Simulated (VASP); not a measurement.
Zn9O8 (a cell with a defect), 17 atoms in the cell. The cell holds a defect, 17 atoms: a = 6.438 Å, b = 5.575 Å, c = 5.149 Å, α = 90.00°, β = 90.00°, γ = 90.00°. 

| Item | Value |
| --- | --- |
| Program | VASP 6.6.1 |
| Task | single point |
| Functional | LDA |
| Potentials or basis | VASP PAW LDA potentials, release 64 (Zn, O) |
| Cutoff | 520 eV |
| k mesh | 2 × 2 × 2 |
| Occupations | gaussian, width 0.05 eV |
| Spin | no spin polarisation |
| Dipole correction | no |
| Further INCAR settings | LREAL = Auto; ALGO = Normal; EDIFF = 1e-06; NBANDS = 92 |

Potentials or basis: VASP PAW LDA potentials, release 64 (Zn, O).

Launch:

```bash
$ cat potpaw_LDA.64/Zn/POTCAR potpaw_LDA.64/O/POTCAR > POTCAR
$ mpirun -np 1 vasp_std > vasp.out
```

Hardware: 1 thread of AMD EPYC 9R45 96-Core Processor (Zen 5), with other jobs on the host.

Estimate the wall time of this run.

Run time: 2.6 min on 1 thread of AMD EPYC 9R45 96-Core Processor (Zen 5), with other jobs on the host, peak memory 0.24 GiB. Counts: scf iterations 18, k points 8.
